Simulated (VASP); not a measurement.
# TiO2 (I4_1/amd) in VASP: relaxation of cell and atoms with PBE+D3(BJ)+U

Aim: the relaxation of cell and atoms of TiO2 with PBE+D3(BJ)+U.

Everything below comes from runs of VASP 6.6.1. Logs are shortened: lines on timing, memory, paths and dates and some standing lists are left out, and cuts for length are marked.

**1. The cell of the first run**

It takes space group I4_1/amd (No. 141, tetragonal). Conventional cell: a = 3.784 Å, b = 3.784 Å, c = 9.515 Å, α = 90.00°, β = 90.00°, γ = 90.00°. Within 2.6 Å of Ti (site symmetry -4m2) lie 6 O at 1.93 to 1.98 Å. O (site symmetry 2mm) has 3 Ti at 1.93 to 1.98 Å and 2 O at 2.47 Å within 2.6 Å.

**2. Relaxation of cell and atoms, PBE+D3(BJ)+U**

INCAR reads:

```
SYSTEM = TiO2
PREC     = Accurate       ! precision mode
ENCUT    = 600            ! plane-wave cutoff, eV
EDIFF    = 1E-6           ! SCF threshold, eV
ISMEAR   = 0              ! smearing method
SIGMA    = 0.02           ! smearing width, eV
LREAL    = .False.        ! projectors in reciprocal space
LASPH    = .True.         ! aspherical terms in the spheres
NELM     = 150            ! most SCF steps
ALGO     = Normal         ! electronic algorithm
ISIF     = 3              ! what is computed and relaxed
LWAVE    = .False.        ! write WAVECAR
LCHARG   = .False.        ! write CHGCAR
LMAXMIX  = 4              ! l up to which the mixer works
LDAU     = .True.         ! DFT+U
LDAUTYPE = 2            
LDAUL    = 2 -1           ! shell
LDAUU    = 4 0            ! U, eV
LDAUJ    = 0 0          
LDAUPRINT= 1            
GGA      = PE             ! functional
IVDW     = 12             ! dispersion correction
IBRION   = 2              ! ionic algorithm
NSW      = 90             ! ionic steps
EDIFFG   = -0.02          ! ionic threshold
```

KPOINTS reads:

```
Automatic mesh
0
Gamma
  8 8 8
  0 0 0
```

POSCAR reads:

```
TiO2
1.0
   -1.8921000000      1.8921000000      4.7573000000
    1.8921000000     -1.8921000000      4.7573000000
    1.8921000000      1.8921000000     -4.7573000000
Ti O
2 4
Direct
    0.0000000000      0.0000000000      0.0000000000
    0.7500000000      0.2500000000      0.5000000000
    0.2081000000      0.2081000000      0.0000000000
    0.9581000000      0.4581000000      0.5000000000
    0.5419000000      0.0419000000      0.5000000000
    0.7919000000      0.7919000000      0.0000000000
```

Potentials or basis: VASP PAW PBE potentials, release 64 (Ti_sv, O).

The run is started by

```console
$ cat potpaw_PBE.64/Ti_sv/POTCAR potpaw_PBE.64/O/POTCAR > POTCAR
$ mpirun -np 1 vasp_std > vasp.out
```

OUTCAR:

```text
SYSTEM = TiO2
   PREC = Accurate
   ENCUT = 600
   EDIFF = 1E-6
   ISMEAR = 0
   LREAL = .False.
   LASPH = .True.
   NELM = 150
   ISIF = 3
   GGA = PE
   IVDW = 12
   IBRION = 2
   NSW = 90
   EDIFFG = -0.02
 IVDW          = 12

 ion  position               nearest neighbor table
   1  0.000  0.000  0.000-   5 1.93   4 1.93   5 1.93   4 1.93   3 1.98   6 1.98
   2  0.750  0.250  0.500-   6 1.93   3 1.93   6 1.93   3 1.93   4 1.98   5 1.98
   3  0.208  0.208  0.000-   2 1.93   2 1.93   1 1.98
   4  0.958  0.458  0.500-   1 1.93   1 1.93   2 1.98
   5  0.542  0.042  0.500-   1 1.93   1 1.93   2 1.98
   6  0.792  0.792  0.000-   2 1.93   2 1.93   1 1.98

  LATTYP: Found a body centered tetragonal cell.
 ALAT       =     3.7842000000
 C/A-ratio  =     2.5142962846

  Lattice vectors:

 A1 = (  -1.8921000000,   1.8921000000,   4.7573000000)
 A2 = (   1.8921000000,  -1.8921000000,   4.7573000000)
 A3 = (   1.8921000000,   1.8921000000,  -4.7573000000)

Analysis of symmetry for initial positions (statically):
=====================================================================
 Subroutine PRICEL returns:
 Original cell was already a primitive cell.

 Routine SETGRP: Setting up the symmetry group for a
 body centered tetragonal supercell.

 Subroutine GETGRP returns: Found 16 space group operations
 (whereof  8 operations were pure point group operations)
 out of a pool of 16 trial point group operations.

The static configuration has the point symmetry D_2d.
 The point group associated with its full space group is D_4h.

Analysis of symmetry for dynamics (positions and initial velocities):
=====================================================================
 Subroutine PRICEL returns:
 Original cell was already a primitive cell.

 Routine SETGRP: Setting up the symmetry group for a
 body centered tetragonal supercell.

 Subroutine GETGRP returns: Found 16 space group operations
 (whereof  8 operations were pure point group operations)
 out of a pool of 16 trial point group operations.

The dynamic configuration has the point symmetry D_2d.
 The point group associated with its full space group is D_4h.

 Subroutine INISYM returns: Found 16 space group operations
 (whereof  8 operations are pure point group operations),
 and found     1 'primitive' translations

----------------------------------------------------------------------------------------

                                     Primitive cell

  volume of cell :      68.1253

  direct lattice vectors                    reciprocal lattice vectors
    -1.892100000  1.892100000  4.757300000     0.000000000  0.264256646  0.105101633
     1.892100000 -1.892100000  4.757300000     0.264256646  0.000000000  0.105101633
     1.892100000  1.892100000 -4.757300000     0.264256646  0.264256646  0.000000000

  length of vectors
     5.458203744  5.458203744  5.458203744     0.284390450  0.284390450  0.373715333

  position of ions in fractional coordinates (direct lattice)
     0.000000000  0.000000000  0.000000000
     0.750000000  0.250000000  0.500000000
     0.208100000  0.208100000  0.000000000
     0.958100000  0.458100000  0.500000000
     0.541900000  0.041900000  0.500000000
     0.791900000  0.791900000  0.000000000

  ion indices of the primitive-cell ions
   primitive index   ion index
                 1           1
                 2           2
                 3           3
                 4           4
                 5           5
                 6           6

[... 91 lines left out ...]
     AMIX_MAG =   1.60;   BMIX_MAG =  1.00
  volume/ion in A,a.u.               =      11.35        76.62
  Fermi-wavevector in a.u.,A,eV,Ry     =   1.456752  2.752862 28.873289  2.122127
  Thomas-Fermi vector in A             =   2.573634
   LORBIT       =      0    0 simple, 1 ext, 2 COOP (PROOUT), +10 PAW based schemes
 LDA+U is selected, type is set to LDAUTYPE =  2
   angular momentum for each species LDAUL =     2   -1
   U (eV)           for each species LDAUU =   4.0  0.0
   J (eV)           for each species LDAUJ =   0.0  0.0
   GGA     = PE    functional components
   LHFCALC =     F    Hartree Fock is set to
   AEXX    =    0.0000 exact exchange contribution
   IVDW    =    12    specifies the selected vdW correction
   LEPSILON=     F    determine dielectric tensor
   LRPA    =     F    only Hartree local field effects (RPA)
 conjugate gradient relaxation of ions
 non-spin polarized calculation
 Gauss-broadening in eV      SIGMA  =   0.02
  energy-cutoff  :      600.00
  volume of cell :       68.13
 maximum number of plane-waves:      2299
 NGX is ok and might be reduce to    48
   NGX = 21   NGY = 21   NGZ = 21

--------------------------------------- Ionic step        1  -------------------------------------------

 number of electron      47.9999997 magnetization

 Free energy of the ion-electron system (eV)
  ---------------------------------------------------
  ext. energy  EPLUGINS =         0.00000000
  ---------------------------------------------------
  free energy    TOTEN  =       -48.36166765 eV

  energy without entropy =      -48.36166765  energy(sigma->0) =      -48.36166765

------------------------ aborting loop because EDIFF is reached ----------------------------------------

 Edisp (eV)   -1.35559

 E8    (eV) :    -0.5387
[... 249 lines left out ...]
  FREE ENERGIE OF THE ION-ELECTRON SYSTEM (eV)
  ---------------------------------------------------
  free  energy   TOTEN  =       -49.8038625210 eV

  energy  without entropy=      -49.8038625210  energy(sigma->0) =      -49.80386252

atom =   1  type =  1  l = 2

 onsite density matrix

spin component  1

  0.1037  0.0000  0.0000  0.0000  0.0000
  0.0000  0.0986  0.0000  0.0000  0.0000
  0.0000  0.0000  0.2477 -0.0000  0.0000
  0.0000  0.0000 -0.0000  0.0986  0.0000
  0.0000  0.0000  0.0000  0.0000  0.2438

spin component  2

  0.1037  0.0000  0.0000  0.0000  0.0000
  0.0000  0.0986  0.0000  0.0000  0.0000
  0.0000  0.0000  0.2477 -0.0000  0.0000
  0.0000  0.0000 -0.0000  0.0986  0.0000
  0.0000  0.0000  0.0000  0.0000  0.2438

 occupancies and eigenvectors

  o =  0.0986  v =  0.0000 -0.8782 -0.0000  0.4783 -0.0000  0.0000  0.0000  0.0000  0.0000  0.0000      0.0000  0.0000  0.0000  0.0000  0.0000  0.0000  0.0000  0.0000  0.0000  0.0000
  o =  0.0986  v =  0.0000  0.0000  0.0000  0.0000  0.0000  0.0000 -0.8782 -0.0000  0.4783 -0.0000      0.0000  0.0000  0.0000  0.0000  0.0000  0.0000  0.0000  0.0000  0.0000  0.0000
  o =  0.0986  v =  0.0000 -0.4783 -0.0000 -0.8782  0.0000  0.0000  0.0000  0.0000  0.0000  0.0000      0.0000  0.0000  0.0000  0.0000  0.0000  0.0000  0.0000  0.0000  0.0000  0.0000
  o =  0.0986  v =  0.0000  0.0000  0.0000  0.0000  0.0000  0.0000 -0.4783 -0.0000 -0.8782  0.0000      0.0000  0.0000  0.0000  0.0000  0.0000  0.0000  0.0000  0.0000  0.0000  0.0000
  o =  0.1037  v =  1.0000  0.0000  0.0000  0.0000  0.0000  0.0000  0.0000  0.0000  0.0000  0.0000      0.0000  0.0000  0.0000  0.0000  0.0000  0.0000  0.0000  0.0000  0.0000  0.0000
  o =  0.1037  v =  0.0000  0.0000  0.0000  0.0000  0.0000  1.0000  0.0000  0.0000  0.0000  0.0000      0.0000  0.0000  0.0000  0.0000  0.0000  0.0000  0.0000  0.0000  0.0000  0.0000
  o =  0.2438  v =  0.0000  0.0000  0.0000  0.0000  0.0000  0.0000  0.0000 -0.0000 -0.0000  1.0000      0.0000  0.0000  0.0000  0.0000  0.0000  0.0000  0.0000  0.0000  0.0000  0.0000
  o =  0.2438  v =  0.0000  0.0000 -0.0000 -0.0000  1.0000  0.0000  0.0000  0.0000  0.0000  0.0000      0.0000  0.0000  0.0000  0.0000  0.0000  0.0000  0.0000  0.0000  0.0000  0.0000
  o =  0.2477  v =  0.0000  0.0000  0.0000  0.0000  0.0000  0.0000 -0.0000 -1.0000  0.0000 -0.0000      0.0000  0.0000  0.0000  0.0000  0.0000  0.0000  0.0000  0.0000  0.0000  0.0000
  o =  0.2477  v =  0.0000 -0.0000 -1.0000  0.0000 -0.0000  0.0000  0.0000  0.0000  0.0000  0.0000      0.0000  0.0000  0.0000  0.0000  0.0000  0.0000  0.0000  0.0000  0.0000  0.0000

atom =   2  type =  1  l = 2

 onsite density matrix

spin component  1

  0.1037 -0.0000  0.0000  0.0000  0.0000
 -0.0000  0.0986  0.0000  0.0000 -0.0000
  0.0000  0.0000  0.2477 -0.0000 -0.0000
  0.0000  0.0000 -0.0000  0.0986  0.0000
  0.0000 -0.0000 -0.0000  0.0000  0.2438

spin component  2

  0.1037 -0.0000  0.0000  0.0000  0.0000
 -0.0000  0.0986  0.0000  0.0000 -0.0000
  0.0000  0.0000  0.2477 -0.0000 -0.0000
  0.0000  0.0000 -0.0000  0.0986  0.0000
  0.0000 -0.0000 -0.0000  0.0000  0.2438

 occupancies and eigenvectors

  o =  0.0986  v =  0.0000  0.3038 -0.0000  0.9527  0.0000  0.0000  0.0000  0.0000  0.0000  0.0000      0.0000  0.0000  0.0000  0.0000  0.0000  0.0000  0.0000  0.0000  0.0000  0.0000
  o =  0.0986  v =  0.0000  0.0000  0.0000  0.0000  0.0000  0.0000  0.3038 -0.0000  0.9527  0.0000      0.0000  0.0000  0.0000  0.0000  0.0000  0.0000  0.0000  0.0000  0.0000  0.0000
  o =  0.0986  v =  0.0000  0.9527 -0.0000 -0.3038 -0.0000  0.0000  0.0000  0.0000  0.0000  0.0000      0.0000  0.0000  0.0000  0.0000  0.0000  0.0000  0.0000  0.0000  0.0000  0.0000
  o =  0.0986  v =  0.0000  0.0000  0.0000  0.0000  0.0000  0.0000  0.9527 -0.0000 -0.3038 -0.0000      0.0000  0.0000  0.0000  0.0000  0.0000  0.0000  0.0000  0.0000  0.0000  0.0000
  o =  0.1037  v =  0.0000  0.0000  0.0000  0.0000  0.0000  1.0000  0.0000  0.0000  0.0000  0.0000      0.0000  0.0000  0.0000  0.0000  0.0000  0.0000  0.0000  0.0000  0.0000  0.0000
  o =  0.1037  v =  1.0000  0.0000  0.0000  0.0000  0.0000  0.0000  0.0000  0.0000  0.0000  0.0000      0.0000  0.0000  0.0000  0.0000  0.0000  0.0000  0.0000  0.0000  0.0000  0.0000
  o =  0.2438  v =  0.0000  0.0000  0.0000  0.0000  0.0000  0.0000  0.0000 -0.0000  0.0000 -1.0000      0.0000  0.0000  0.0000  0.0000  0.0000  0.0000  0.0000  0.0000  0.0000  0.0000
  o =  0.2438  v =  0.0000  0.0000 -0.0000  0.0000 -1.0000  0.0000  0.0000  0.0000  0.0000  0.0000      0.0000  0.0000  0.0000  0.0000  0.0000  0.0000  0.0000  0.0000  0.0000  0.0000
  o =  0.2477  v =  0.0000  0.0000  1.0000 -0.0000 -0.0000  0.0000  0.0000  0.0000  0.0000  0.0000      0.0000  0.0000  0.0000  0.0000  0.0000  0.0000  0.0000  0.0000  0.0000  0.0000
  o =  0.2477  v =  0.0000  0.0000  0.0000  0.0000  0.0000  0.0000  0.0000  1.0000 -0.0000 -0.0000      0.0000  0.0000  0.0000  0.0000  0.0000  0.0000  0.0000  0.0000  0.0000  0.0000

--------------------------------------- Ionic step        7  -------------------------------------------

 number of electron      48.0000003 magnetization

 Free energy of the ion-electron system (eV)
  ---------------------------------------------------
  ext. energy  EPLUGINS =         0.00000000
  ---------------------------------------------------
  free energy    TOTEN  =       -48.50804495 eV

  energy without entropy =      -48.50804495  energy(sigma->0) =      -48.50804495

 E-fermi :   3.3655     XC(G=0): -10.5446

 val. band max:        3.2504417634   @ k =  -0.3750   0.3750   0.0000
 cond. band min:       5.8363193818   @ k =   0.0000   0.0000   0.0000
 fundamental gap:      2.5858776185
 Fermi energy:         3.3655345580

 k-point     1 :       0.0000    0.0000    0.0000
  band No.  band energies     occupation
      1     -54.3038      2.00000
      2     -54.2558      2.00000
      3     -30.6533      2.00000
      4     -30.4587      2.00000
      5     -30.4587      2.00000
      6     -30.3998      2.00000
[... 733 lines left out ...]
     27       7.2478      0.00000
     28       7.2840      0.00000

 [... further k-points ...]

------------------------ aborting loop because EDIFF is reached ----------------------------------------

 Edisp (eV)   -1.29585

 E8    (eV) :    -0.5141
[... 29 lines left out ...]
  FREE ENERGIE OF THE ION-ELECTRON SYSTEM (eV)
  ---------------------------------------------------
  free  energy   TOTEN  =       -49.8038930878 eV

  energy  without entropy=      -49.8038930878  energy(sigma->0) =      -49.80389309

 reached required accuracy - stopping structural energy minimisation
```

Run time: 11 min. Hardware: 1 thread of Intel Xeon 6975P-C (Granite Rapids), shared host; peak memory 0.41 GiB.

Results:

* Free energy: -49.8039 eV
* Relaxed volume: 11.83 Å³/atom
* Relaxed cell: a = 5.524 Å, b = 5.524 Å, c = 5.524 Å, α = 139.30°, β = 139.30°, γ = 58.92°
* Space group after relaxing (to 0.1 Å): I4_1/amd (No. 141)
* Energy gained by relaxing: 14.4 meV/atom
* Ionic steps: 7
* Pressure after relaxing: 0.2 GPa
* Largest force after relaxing: 0.007 eV/Å
* Band gap on the k mesh: 2.59 eV (least direct gap 2.92 eV)
* Dispersion energy per atom: -0.216 eV

Forces on the atoms (eV/Å):
```
Ti   0.000  0.000  0.000
Ti   0.000  0.000  0.000
O    0.000  0.000  0.007
O    0.000  0.000  0.007
O    0.000  0.000 -0.007
O    0.000  0.000 -0.007
```

The path:
| step | energy change (eV) | largest force (eV/Å) | pressure (GPa) | volume (Å³) |
| --- | --- | --- | --- | --- |
| 1 | 0.0000 | 0.2384 | 9.62 | 68.13 |
| 2 | 0.0598 | 0.4426 | -10.41 | 75.07 |
| 3 | -0.0854 | 0.0852 | -0.04 | 71.03 |
| 4 | -0.0854 | 0.0790 | 0.06 | 70.97 |
| 5 | -0.0854 | 0.0733 | 0.31 | 70.91 |
| 6 | -0.0866 | 0.0187 | 0.24 | 71.01 |
| 7 | -0.0866 | 0.0073 | 0.23 | 71.00 |

Final structure:
```xyz
6
Lattice="-1.9210 1.9210 4.8099 1.9210 -1.9210 4.8099 1.9210 1.9210 -4.8099" Properties=species:S:1:pos:R:3 pbc="T T T"
Ti    0.0000    0.0000    0.0000
Ti    0.0000    1.9210    2.4049
O     0.0000    0.0000    2.0040
O     0.0000    1.9210    4.4089
O     0.0000    1.9210    0.4010
O     0.0000    0.0000    7.6158
```

Levels at points of the mesh, in eV from the valence-band top:
```
           k point  band 20  band 21  band 22  band 23  band 24  band 25  band 26  band 27  band 28
(0.00, 0.00, 0.00)    -0.77    -0.74    -0.74    -0.42    -0.42     2.59     3.32     4.22     4.22
(0.50, 0.00, 0.00)    -1.91    -1.75    -0.93    -0.87    -0.65     3.63     3.83     3.85     4.01
(0.50, 0.50, 0.00)    -2.49    -1.96    -1.96    -0.01    -0.01     3.73     3.73     4.12     4.12
(0.50, 0.50, 0.50)    -1.38    -1.27    -1.27    -0.14    -0.14     2.94     2.94     4.15     4.15
```

Eigenvalues of the final occupation matrices:
```tsv
site	spin	trace	eigenvalues
site 1 d	1	0.79	0.10 0.10 0.10 0.24 0.25
site 1 d	2	0.79	0.10 0.10 0.10 0.24 0.25
site 2 d	1	0.79	0.10 0.10 0.10 0.24 0.25
site 2 d	2	0.79	0.10 0.10 0.10 0.24 0.25
```

A k mesh can miss the band edges. Zero-point motion and thermal expansion aren't in these numbers.
